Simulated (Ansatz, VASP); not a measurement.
**Two plane-wave programs on SrOs3**

```
CELL_PARAMETERS angstrom
4.12553 0.00000 0.00000
0.00000 4.12553 0.00000
0.00000 0.00000 4.12553
ATOMIC_POSITIONS crystal
Sr 0.00000 0.00000 0.00000
Os 0.00000 0.50000 0.50000
Os 0.50000 0.00000 0.50000
Os 0.50000 0.50000 0.00000
```

Alike in both runs: functional PBE; k mesh 12 × 12 × 12; occupations gaussian, width 0.1 eV; no spin polarisation.

Ansatz relaxed the structure, and its values are those at the end. VASP's run is a single point on that final structure, the one shown.

|  | VASP | Ansatz |
| --- | --- | --- |
| version | VASP 6.6.1 | Ansatz 0.2.0 |
| potentials or method | VASP PAW PBE potentials, release 64 (Sr_sv, Os), cutoff 520 eV | scalar-relativistic, plane waves, PAW |
| valence electrons in the cell | 34 | 58 |

VASP gave:

* gap on the k mesh at the Fermi level (eV): none
* pressure (GPa): 0.5

Task: Which values does Ansatz return?

Result: gap on the k mesh at the Fermi level (eV): none; pressure (GPa): 0.0.

A gap of «none» marks a metal or a gap that the smearing closes. VASP's potentials hold 34 valence electrons a cell and Ansatz's 58, so a difference there can come from the potentials and not from the codes.

Neither program's run includes spin-orbit coupling.
